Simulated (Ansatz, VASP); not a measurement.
## Two plane-wave programs on C

```
C
1.0
     0.00000    2.19056    3.61519
     1.26476    0.00000    3.61519
     1.26476    2.19056    0.00000
C
2
Direct
  0.16670 0.83330 0.16670
  0.83330 0.16670 0.83330
```

Change from the starting cell: strain +0.030 along x and y, +0.015 along z, atoms carried along.

Alike in both runs: task single point; functional r2SCAN; k mesh 14 × 14 × 14; occupations gaussian, width 0.05 eV; no spin polarisation.

|  | VASP | Ansatz |
| --- | --- | --- |
| version | VASP 6.6.1 | Ansatz 0.2.0 |
| potentials or method | VASP PAW PBE potentials, release 64 (C), cutoff 520 eV | scalar-relativistic, plane waves, PAW |
| valence electrons in the cell | 8 | 8 |

```csv
,VASP,Ansatz,Ansatz less VASP
gap on the k mesh at the Fermi level (eV),0.58,0.58,-0.001
least direct gap on the mesh (eV),0.69,0.69,-0.001
pressure (GPa),-20.2,-20.7,-0.56
"traceless stress, the component that is largest in VASP (GPa)",19.96,20.60,+0.642
```

VASP's potentials were made for PBE, not for r2SCAN.
